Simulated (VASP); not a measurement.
Input of a VASP 6.6.1 run:

File INCAR:

```
SYSTEM = Ba3H8
ALGO = Normal
EDIFF = 1E-7
EDIFFG = -0.01
ENCUT = 500
GGA = PE
GGA_COMPAT = .FALSE.
IBRION = 2
ISIF = 3
ISMEAR = 0
LASPH = .TRUE.
LCHARG = .FALSE.
LREAL = .FALSE.
LWAVE = .FALSE.
NELM = 120
NELMIN = 4
NSW = 100
PREC = Accurate
SIGMA = 0.1
```

Contents of KPOINTS:

```
k-points
0
G
  8 8 8
  0 0 0
```

POSCAR

```
Ba3H8
1.0
    0.0000000000      4.9266525020      4.9266525020
    4.9266525020      0.0000000000      4.9266525020
    4.9266525020      4.9266525020      0.0000000000
Ba H
3 8
Direct
    0.2500000000      0.2500000000      0.2500000000
    0.7500000000      0.7500000000      0.7500000000
    0.0000000000      0.0000000000      0.0000000000
    0.4401173625      0.4401173625      0.4401173625
    0.4401173625      0.4401173625      0.6796479126
    0.4401173625      0.6796479126      0.4401173625
    0.6796479126      0.4401173625      0.4401173625
    0.5598826375      0.5598826375      0.3203520874
    0.5598826375      0.5598826375      0.5598826375
    0.5598826375      0.3203520874      0.5598826375
    0.3203520874      0.5598826375      0.5598826375
```

Potentials or basis: VASP PAW PBE potentials, release 64 (Ba_sv, H).

Command:

```console
$ cat potpaw_PBE.64/Ba_sv/POTCAR potpaw_PBE.64/H/POTCAR > POTCAR
$ mpirun -np 1 vasp_std > vasp.out
```

Q: What does it give for the band gap on the k mesh?

A: Zero (bands 19 and 20 overlap by 0.36 eV).

Q: What does it give for the relaxed cell?

A: a = 7.090 Å, b = 7.090 Å, c = 7.090 Å, α = 60.00°, β = 60.00°, γ = 60.00°.

Final structure:
```yaml
crystal:
  lattice:
    - [0.00000, 5.01321, 5.01321]
    - [5.01321, 0.00000, 5.01321]
    - [5.01321, 5.01321, 0.00000]
  atoms:
    - { symbol: Ba, position: [0.25000, 0.25000, 0.25000] }
    - { symbol: Ba, position: [0.75000, 0.75000, 0.75000] }
    - { symbol: Ba, position: [0.00000, 0.00000, 0.00000] }
    - { symbol: H, position: [0.44136, 0.44136, 0.44136] }
    - { symbol: H, position: [0.44136, 0.44136, 0.67591] }
    - { symbol: H, position: [0.44136, 0.67591, 0.44136] }
    - { symbol: H, position: [0.67591, 0.44136, 0.44136] }
    - { symbol: H, position: [0.55864, 0.55864, 0.32409] }
    - { symbol: H, position: [0.55864, 0.55864, 0.55864] }
    - { symbol: H, position: [0.55864, 0.32409, 0.55864] }
    - { symbol: H, position: [0.32409, 0.55864, 0.55864] }
```

Caveat: spin-orbit coupling is left out, which moves the levels of the heavy elements.
